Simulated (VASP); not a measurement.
# ZrB (Fm-3m) in VASP: settings compared

Aim: see how the results for ZrB move with the level of theory and the settings. Levels: r2SCANh, HSE06. Tasks: single point.

Program: VASP 6.6.1. These are calculated values, not measurements. Logs are shortened: lines on timing, memory, paths and dates and some standing lists are left out, and cuts for length are marked.

## Step 1: The cell of the first run

Symmetry: Fm-3m, No. 225, cubic system. Conventional cell: a = 4.650 Å, b = 4.650 Å, c = 4.650 Å, α = 90.00°, β = 90.00°, γ = 90.00°. Zr (site symmetry m-3m) has 6 B at 2.33 Å within 3.1 Å. Within 3.1 Å of B (site symmetry m-3m) lie 6 Zr at 2.33 Å.

## Step 2: Single point, r2SCANh, collinear spin

Input file POSCAR:

```
ZrB
1.0
    0.0000000000      2.3250000000      2.3250000000
    2.3250000000      0.0000000000      2.3250000000
    2.3250000000      2.3250000000      0.0000000000
Zr B
1 1
Direct
    0.0000000000      0.0000000000      0.0000000000
    0.5000000000      0.5000000000      0.5000000000
```

Input file INCAR.step1:

```
  PREC = Accurate
  ENCUT = 520
  EDIFF = 1E-5
  ISMEAR = 0
  SIGMA = 0.02
  LREAL = F
  LASPH = T
  NELM = 150
  ALGO = Normal
  ISIF = 2
  LWAVE = T
  LCHARG = F
  ISPIN = 2
  MAGMOM = 0.5 0
  LORBIT = 11
  LMAXMIX = 4
  NBANDS = 18
  GGA = PE
```

Input file INCAR.step2:

```
  PREC = Accurate
  ENCUT = 520
  EDIFF = 1E-6
  ISMEAR = 0
  SIGMA = 0.02
  LREAL = F
  LASPH = T
  NELM = 150
  ALGO = Normal
  ISIF = 2
  LWAVE = F
  LCHARG = F
  ISPIN = 2
  MAGMOM = 0.5 0
  LORBIT = 11
  LMAXMIX = 4
  METAGGA = R2SCAN
  LHFCALC = T
  AEXX = 0.1
  LMIXTAU = T
  PRECFOCK = Normal
  NBANDS = 18
  ISTART = 1
```

Input file KPOINTS:

```
regular mesh
0
Gamma
  5 5 5
```

Potentials or basis: VASP PAW PBE potentials, release 64 (Zr_sv, B).

On the command line:

```console
$ cat potpaw_PBE.64/Zr_sv/POTCAR potpaw_PBE.64/B/POTCAR > POTCAR
$ cp INCAR.step1 INCAR
$ mpirun -np 1 vasp_std > vasp.out
$ cp INCAR.step2 INCAR
$ mpirun -np 1 vasp_std > vasp.out
```

OUTCAR:

```text
PREC = Accurate
   ENCUT = 520
   EDIFF = 1E-6
   ISMEAR = 0
   LREAL = F
   LASPH = T
   NELM = 150
   ISIF = 2
   ISPIN = 2
   LORBIT = 11
   METAGGA = R2SCAN
   LHFCALC = T
   AEXX = 0.1
   PRECFOCK = Normal
   ISTART = 1

 ion  position               nearest neighbor table
   1  0.000  0.000  0.000-   2 2.33   2 2.33   2 2.33   2 2.33   2 2.33   2 2.33
   2  0.500  0.500  0.500-   1 2.33   1 2.33   1 2.33   1 2.33   1 2.33   1 2.33

  LATTYP: Found a face centered cubic cell.
 ALAT       =     4.6500000000

  Lattice vectors:

 A1 = (   0.0000000000,   2.3250000000,   2.3250000000)
 A2 = (   2.3250000000,   0.0000000000,   2.3250000000)
 A3 = (   2.3250000000,   2.3250000000,   0.0000000000)

Analysis of symmetry for initial positions (statically):
=====================================================================
 Subroutine PRICEL returns:
 Original cell was already a primitive cell.

 Routine SETGRP: Setting up the symmetry group for a
 face centered cubic supercell.

 Subroutine GETGRP returns: Found 48 space group operations
 (whereof 48 operations were pure point group operations)
 out of a pool of 48 trial point group operations.

The static configuration has the point symmetry O_h .

Analysis of symmetry for dynamics (positions and initial velocities):
=====================================================================
 Subroutine PRICEL returns:
 Original cell was already a primitive cell.

 Routine SETGRP: Setting up the symmetry group for a
 face centered cubic supercell.

 Subroutine GETGRP returns: Found 48 space group operations
 (whereof 48 operations were pure point group operations)
 out of a pool of 48 trial point group operations.

The dynamic configuration has the point symmetry O_h .

Analysis of structural, dynamic, and magnetic symmetry:
=====================================================================
 Subroutine PRICEL returns:
 Original cell was already a primitive cell.

 Routine SETGRP: Setting up the symmetry group for a
 face centered cubic supercell.

 Subroutine GETGRP returns: Found 48 space group operations
 (whereof 48 operations were pure point group operations)
 out of a pool of 48 trial point group operations.

The overall configuration has the point symmetry O_h .

 Subroutine INISYM returns: Found 48 space group operations
 (whereof 48 operations are pure point group operations),
 and found     1 'primitive' translations

----------------------------------------------------------------------------------------

                                     Primitive cell

  volume of cell :      25.1362

  direct lattice vectors                    reciprocal lattice vectors
     0.000000000  2.325000000  2.325000000    -0.215053763  0.215053763  0.215053763
     2.325000000  0.000000000  2.325000000     0.215053763 -0.215053763  0.215053763
     2.325000000  2.325000000  0.000000000     0.215053763  0.215053763 -0.215053763

  length of vectors
     3.288046533  3.288046533  3.288046533     0.372484045  0.372484045  0.372484045

  position of ions in fractional coordinates (direct lattice)
     0.000000000  0.000000000  0.000000000
     0.500000000  0.500000000  0.500000000

  ion indices of the primitive-cell ions
   primitive index   ion index
                 1           1
                 2           2

----------------------------------------------------------------------------------------

 KPOINTS: regular mesh

Automatic generation of k-mesh.
 Grid dimensions read from file:
 generate k-points for:    5    5    5

 Generating k-lattice:

  Cartesian coordinates                     Fractional coordinates (reciprocal lattice)
    -0.043010753  0.043010753  0.043010753     0.200000000  0.000000000  0.000000000
     0.043010753 -0.043010753  0.043010753     0.000000000  0.200000000  0.000000000
     0.043010753  0.043010753 -0.043010753     0.000000000  0.000000000  0.200000000

  Length of vectors
     0.074496809  0.074496809  0.074496809

  Shift w.r.t. Gamma in fractional coordinates (k-lattice)
     0.000000000  0.000000000  0.000000000

 Subroutine IBZKPT returns following result:
 ===========================================

 Found     10 irreducible k-points:

 Following reciprocal coordinates:
            Coordinates               Weight
  0.000000  0.000000  0.000000      1.000000
  0.200000  0.000000  0.000000      8.000000
  0.400000  0.000000  0.000000      8.000000
  0.200000  0.200000  0.000000      6.000000
  0.400000  0.200000  0.000000     24.000000
 -0.400000  0.200000  0.000000     24.000000
 -0.200000  0.200000  0.000000     12.000000
  0.400000  0.400000  0.000000      6.000000
 -0.400000  0.400000  0.000000     12.000000
 -0.400000  0.400000  0.200000     24.000000
   k-points           NKPTS =     10   k-points in BZ     NKDIM =    125   number of bands    NBANDS=     18
   number of dos      NEDOS =    301   number of ions     NIONS =      2
   total plane-waves  NPLWV =  13824
[... 34 lines left out ...]
     AMIX     =   0.40;   BMIX     =  1.00
     AMIX_MAG =   1.60;   BMIX_MAG =  1.00
  volume/ion in A,a.u.               =      12.57        84.81
  Fermi-wavevector in a.u.,A,eV,Ry     =   1.378285  2.604581 25.846565  1.899669
  Thomas-Fermi vector in A             =   2.503360
   LORBIT       =     11    0 simple, 1 ext, 2 COOP (PROOUT), +10 PAW based schemes
   METAGGA = R2SCAN    functional components
   LHFCALC =     T    Hartree Fock is set to
   PRECFOCK=normal    Normal, Fast or Accurate (Low or Medium for compatibility)
   ENCUT4O =  -1.0   cutoff for four orbital integrals eV
   NKREDX  =     1    reduce k-point grid by
   NKREDY  =     1    reduce k-point grid by
   NKREDZ  =     1    reduce k-point grid by
   AEXX    =    0.1000 exact exchange contribution
   HFSCREEN=    0.0000 screening length (either q_TF or 0.3 A-1)
   HFSCREENC=   0.0000 screening length for correlation (either q_TF or 0.3 A-1)
   ENCUTFOCK=  -1.0 apply spherical cutoff to Coloumb kernel
   IVDW    =     0    specifies the selected vdW correction
   LEPSILON=     F    determine dielectric tensor
   LRPA    =     F    only Hartree local field effects (RPA)
 spin polarized calculation
 Gauss-broadening in eV      SIGMA  =   0.02
  energy-cutoff  :      520.00
  volume of cell :       25.14
 maximum number of plane-waves:       687
  NGX = 20; NGY = 20; NGZ = 20

 number of electron      15.0000000 magnetization       0.1680000

 Free energy of the ion-electron system (eV)
  ---------------------------------------------------
  ext. energy  EPLUGINS =         0.00000000
  ---------------------------------------------------
  free energy    TOTEN  =       -30.44651429 eV

  energy without entropy =      -30.44595534  energy(sigma->0) =      -30.44623481

 E-fermi :   8.9922     XC(G=0): -11.9668

 val. band max:        8.9759146435   @ k =   0.4000   0.2000   0.0000
 cond. band min:       9.4062139258   @ k =   0.4000   0.2000   0.0000
 fundamental gap:      0.4302992823
 Fermi energy:         8.9921830405

 spin component 1

 k-point     1 :       0.0000    0.0000    0.0000
  band No.  band energies     occupation
      1     -40.8268      1.00000
      2     -17.3829      1.00000
      3     -17.3829      1.00000
      4     -17.3829      1.00000
      5      -0.6836      1.00000
      6      11.4485      0.00000
[... 10 lines left out ...]
     17      34.2249      0.00000
     18      34.2249      0.00000
[... 171 lines left out ...]
      1     -40.6575      1.00000
      2     -18.1552      1.00000
      3     -17.9082      1.00000
      4     -17.6697      1.00000
      5       2.4570      1.00000
      6       6.6213      1.00000
[... 10 lines left out ...]
     17      29.7831      0.00000
     18      30.8616      0.00000
 Fermi energy:         8.9921830405

 spin component 2

 k-point     1 :       0.0000    0.0000    0.0000
  band No.  band energies     occupation
      1     -40.7858      1.00000
      2     -17.3318      1.00000
      3     -17.3318      1.00000
      4     -17.3318      1.00000
      5      -0.5575      1.00000
      6      11.5085      0.00000
[... 10 lines left out ...]
     17      34.3112      0.00000
     18      34.3112      0.00000
[... 172 lines left out ...]
      2     -18.1009      1.00000
      3     -17.8543      1.00000
      4     -17.6162      1.00000
      5       2.6669      1.00000
      6       6.7377      1.00000
[... 10 lines left out ...]
     17      29.8865      0.00000
     18      30.9627      0.00000

------------------------ aborting loop because EDIFF is reached ----------------------------------------

  FORCE on cell =-STRESS in cart. coord.  units (eV):
  Direction    XX          YY          ZZ          XY          YZ          ZX
  --------------------------------------------------------------------------------------
  -------------------------------------------------------------------------------------
  Total        5.8110498      5.8110498      5.8110498      0.0000000     -0.0000000      0.0000000
  in kB      370.3960192    370.3960192    370.3960192      0.0000000     -0.0000000      0.0000000
  external PRESSURE =     370.3960192 kB  Pullay stress =       0.0000000 kB

 VOLUME and BASIS-vectors are now :
 -----------------------------------------------------------------------------
  energy-cutoff  :      520.00
  volume of cell :       25.14
      direct lattice vectors                 reciprocal lattice vectors
     0.000000000  2.325000000  2.325000000    -0.215053763  0.215053763  0.215053763
     2.325000000  0.000000000  2.325000000     0.215053763 -0.215053763  0.215053763
     2.325000000  2.325000000  0.000000000     0.215053763  0.215053763 -0.215053763

 POSITION                                       TOTAL-FORCE (eV/Angst)
 -----------------------------------------------------------------------------------
      0.00000      0.00000      0.00000        -0.000000     -0.000000     -0.000000
      2.32500      2.32500      2.32500         0.000000      0.000000      0.000000
 -----------------------------------------------------------------------------------
    total drift:                               -0.000000     -0.000000      0.000000

  FREE ENERGIE OF THE ION-ELECTRON SYSTEM (eV)
  ---------------------------------------------------
  free  energy   TOTEN  =       -30.4465142897 eV

  energy  without entropy=      -30.4459553376  energy(sigma->0) =      -30.44623481

 total charge

# of ion       s       p       d       tot
------------------------------------------
    1        2.208   6.059   1.781  10.048
    2        0.829   1.115   0.000   1.944
--------------------------------------------------
tot          3.037   7.174   1.781  11.992

 magnetization (x)

# of ion       s       p       d       tot
------------------------------------------
    1        0.000   0.004   0.053   0.057
    2        0.003   0.061   0.000   0.064
--------------------------------------------------
tot          0.003   0.065   0.053   0.121
```

Wall time 68 min (1 thread of AMD EPYC, shared host); peak memory 0.14 GiB.

What came out:

| Item | Value |
| --- | --- |
| Free energy | -30.4465 eV |
| Pressure | 37.0 GPa |
| Net moment | 0.17 μB per cell |
| Site moments | Zr +0.06; B +0.06 μB |
| Valence electrons inside the program's atomic spheres | Zr 10.05; B 1.94 |

Levels at points of the mesh, in eV from the Fermi level:
Spin up:
| k point | band 5 | band 6 | band 7 | band 8 | band 9 | band 10 |
| --- | --- | --- | --- | --- | --- | --- |
| (0.00, 0.00, 0.00) | -9.68 | 2.46 | 2.46 | 2.46 | 4.13 | 4.13 |
Spin down:
| k point | band 5 | band 6 | band 7 | band 8 | band 9 | band 10 |
| --- | --- | --- | --- | --- | --- | --- |
| (0.00, 0.00, 0.00) | -9.55 | 2.52 | 2.52 | 2.52 | 4.28 | 4.28 |

Caveat: the k points lie up to 0.47 Å⁻¹ apart; a moment this small can come from the mesh or the smearing; the PAW data sets were made with another functional, which shifts forces and pressure a little.

## Step 3: Single point, HSE06

This run uses another cell than the first one, of 11.81 Å³/atom.

Input file POSCAR:

```
ZrB
1.0
    0.0000000000      2.2775377028      2.2775377028
    2.2775377028      0.0000000000      2.2775377028
    2.2775377028      2.2775377028      0.0000000000
Zr B
1 1
Direct
    0.0000000000      0.0000000000      0.0000000000
    0.5000000000      0.5000000000      0.5000000000
```

Input file INCAR.step1:

```
  PREC = Accurate
  ENCUT = 520
  EDIFF = 1E-5
  ISMEAR = -1
  SIGMA = 0.05
  LREAL = False
  LASPH = True
  NELM = 80
  ALGO = Normal
  ISIF = 2
  LWAVE = True
  LCHARG = False
  GGA = PE
  NBANDS = 14
```

Input file INCAR.step2:

```
  PREC = Accurate
  ENCUT = 520
  EDIFF = 1E-6
  ISMEAR = -1
  SIGMA = 0.05
  LREAL = False
  LASPH = True
  NELM = 80
  ALGO = Normal
  ISIF = 2
  LWAVE = False
  LCHARG = False
  GGA = PE
  LHFCALC = True
  HFSCREEN = 0.2079
  PRECFOCK = Normal
  ISTART = 1
  NBANDS = 14
```

Input file KPOINTS:

```
regular mesh
0
Gamma
  6 6 6
```

Potentials or basis: VASP PAW PBE potentials, release 64 (Zr_sv, B).

On the command line:

```console
$ cat potpaw_PBE.64/Zr_sv/POTCAR potpaw_PBE.64/B/POTCAR > POTCAR
$ cp INCAR.step1 INCAR
$ mpirun -np 1 vasp_std > vasp.out
$ cp INCAR.step2 INCAR
$ mpirun -np 1 vasp_std > vasp.out
```

Wall time 15 min (1 thread of AMD EPYC 7R13 (Zen 3), shared host); peak memory 0.22 GiB.

The run converged. Its results:

| Item | Value |
| --- | --- |
| Free energy | -17.2567 eV |
| Pressure | 53.8 GPa |
| Band gap on the k mesh | zero (an odd number of electrons rules out a gap without spin polarisation) |

Levels at points of the mesh, in eV from the Fermi level:
| k point | band 4 | band 5 | band 6 | band 7 | band 8 | band 9 | band 10 | band 11 | band 12 | band 13 |
| --- | --- | --- | --- | --- | --- | --- | --- | --- | --- | --- |
| (0.00, 0.00, 0.00) | -26.03 | -9.64 | 2.81 | 2.81 | 2.81 | 4.73 | 4.73 | 4.76 | 4.76 | 4.76 |
| (0.50, 0.00, 0.00) | -26.14 | -4.89 | -3.96 | -1.58 | -1.58 | 7.39 | 7.39 | 9.24 | 9.39 | 15.44 |
| (0.50, 0.50, 0.00) | -26.47 | -7.61 | -1.22 | -0.28 | 3.33 | 3.33 | 6.84 | 8.76 | 8.76 | 12.86 |

Caveat: the k points lie up to 0.40 Å⁻¹ apart, too coarse for converged energies and pressures of a metal; the PAW data sets were made with another functional, which shifts forces and pressure a little.

## Step 4: Single point, HSE06

This run uses another cell than the first one, of 12.07 Å³/atom.

Input file POSCAR:

```
ZrB
1.0
    0.0000000000      2.2935772291      2.2935772291
    2.2935772291      0.0000000000      2.2935772291
    2.2935772291      2.2935772291      0.0000000000
Zr B
1 1
Direct
    0.0000000000      0.0000000000      0.0000000000
    0.5000000000      0.5000000000      0.5000000000
```

Input file INCAR.step1:

```
ALGO = Normal
EDIFF = 1E-5
ENCUT = 520
GGA = PE
ISIF = 2
ISMEAR = -1
LASPH = True
LCHARG = False
LREAL = False
LWAVE = True
NBANDS = 14
NELM = 100
PREC = Accurate
SIGMA = 0.05
```

Input file INCAR.step2:

```
ALGO = Normal
EDIFF = 1E-7
ENCUT = 520
GGA = PE
HFSCREEN = 0.2079
ISIF = 2
ISMEAR = -1
ISTART = 1
LASPH = True
LCHARG = False
LHFCALC = True
LREAL = False
LWAVE = False
NBANDS = 14
NELM = 100
PREC = Accurate
PRECFOCK = Normal
SIGMA = 0.05
```

Input file KPOINTS:

```
k-points
0
Gamma
  6 6 6
```

On the command line:

```console
$ cat potpaw_PBE.64/Zr_sv/POTCAR potpaw_PBE.64/B/POTCAR > POTCAR
$ cp INCAR.step1 INCAR
$ mpirun -np 1 vasp_std > vasp.out
$ cp INCAR.step2 INCAR
$ mpirun -np 1 vasp_std > vasp.out
```

It took 24 min on 1 thread of AMD EPYC 7R13 (Zen 3), shared host; peak memory 0.22 GiB.

It converged, with:

| Property | Result |
| --- | --- |
| Free energy | -17.4145 eV |
| Pressure | 46.6 GPa |
| Band gap on the k mesh | zero (an odd number of electrons rules out a gap without spin polarisation) |

Levels at points of the mesh, in eV from the Fermi level:
| k point | band 4 | band 5 | band 6 | band 7 | band 8 | band 9 | band 10 | band 11 | band 12 | band 13 |
| --- | --- | --- | --- | --- | --- | --- | --- | --- | --- | --- |
| (0.00, 0.00, 0.00) | -26.13 | -9.60 | 2.80 | 2.80 | 2.80 | 4.65 | 4.65 | 4.71 | 4.71 | 4.71 |
| (0.50, 0.00, 0.00) | -26.24 | -4.82 | -4.07 | -1.53 | -1.53 | 7.26 | 7.26 | 9.05 | 9.28 | 15.31 |
| (0.50, 0.50, 0.00) | -26.55 | -7.54 | -1.14 | -0.38 | 3.24 | 3.24 | 6.70 | 8.58 | 8.58 | 12.53 |

Caveat: the k points lie up to 0.40 Å⁻¹ apart, too coarse for converged energies and pressures of a metal; the PAW data sets were made with another functional, which shifts forces and pressure a little.

## Step 5: Single point, HSE06

This run uses another cell than the first one, of 14.64 Å³/atom.

Input file POSCAR:

```
ZrB
1.0
    0.0000000000      2.4464449064      2.4464449064
    2.4464449064      0.0000000000      2.4464449064
    2.4464449064      2.4464449064      0.0000000000
Zr B
1 1
Direct
    0.0000000000      0.0000000000      0.0000000000
    0.5000000000      0.5000000000      0.5000000000
```

Input file INCAR.step1:

```
PREC = Accurate
ENCUT = 520
EDIFF = 1E-5
ISMEAR = -1
SIGMA = 0.05
LREAL = F
LASPH = T
NELM = 80
ALGO = Normal
ISIF = 2
LWAVE = T
NBANDS = 14
GGA = PE
```

Input file INCAR.step2:

```
PREC = Accurate
ENCUT = 520
EDIFF = 1E-6
ISMEAR = -1
SIGMA = 0.05
LREAL = F
LASPH = T
NELM = 80
ALGO = Normal
ISIF = 2
LWAVE = F
LCHARG = T
GGA = PE
LHFCALC = T
HFSCREEN = 0.2079
PRECFOCK = Normal
LELF = T
LVHAR = T
NBANDS = 14
ISTART = 1
```

Input file KPOINTS:

```
regular mesh
0
Gamma
  5 5 5
```

On the command line:

```console
$ cat potpaw_PBE.64/Zr_sv/POTCAR potpaw_PBE.64/B/POTCAR > POTCAR
$ cp INCAR.step1 INCAR
$ mpirun -np 1 vasp_std > vasp.out
$ cp INCAR.step2 INCAR
$ mpirun -np 1 vasp_std > vasp.out
```

Wall time 7.4 min (1 thread of Intel Xeon Platinum 8259CL at 2.50GHz (Skylake/Cascade Lake), shared host); peak memory 0.27 GiB.

The run converged. Its results:

* Free energy: -18.0594 eV
* Pressure: 0.1 GPa
* Band gap on the k mesh: zero (an odd number of electrons rules out a gap without spin polarisation)

Levels at points of the mesh, in eV from the Fermi level:
```csv
k point,band 4,band 5,band 6,band 7,band 8,band 9,band 10,band 11
"(0.00, 0.00, 0.00)",-27.59,-9.63,2.13,2.13,2.13,3.52,3.52,3.76
```

Caveat: the k points lie up to 0.44 Å⁻¹ apart, too coarse for converged energies and pressures of a metal; the PAW data sets were made with another functional, which shifts forces and pressure a little.

## Step 6: Overview

```tsv
level	spin	cell	k mesh	smearing	share of exact exchange	screening parameter	gap on the mesh (eV)	pressure (GPa)
r2SCANh	collinear	a = 3.288 Å, angles 60.0°, 2 atoms	5 × 5 × 5	gaussian 0.02 eV	0.1	-	none	37.0
HSE06	off	a = 3.221 Å, angles 60.0°, 2 atoms	6 × 6 × 6	fermi-dirac 0.05 eV	0.25	0.2079 1/Å	none	53.8
HSE06	off	a = 3.244 Å, angles 60.0°, 2 atoms	6 × 6 × 6	fermi-dirac 0.05 eV	0.25	0.2079 1/Å	none	46.6
HSE06	off	a = 3.460 Å, angles 60.0°, 2 atoms	5 × 5 × 5	fermi-dirac 0.05 eV	0.25	0.2079 1/Å	none	0.1
```

Alike in all rows: task single point; potentials or basis VASP PAW PBE potentials, release 64 (Zr_sv, B); cutoff (eV) 520.

Caveats: all runs use coarse meshes; the PAW data sets were made with another functional, which shifts forces and pressure a little; a moment this small can come from the mesh or the smearing (at least some runs).

Absolute energies hang on the potentials; compare differences alone.

The gap in the log of VASP goes by the Fermi energy; the results here count the filled bands.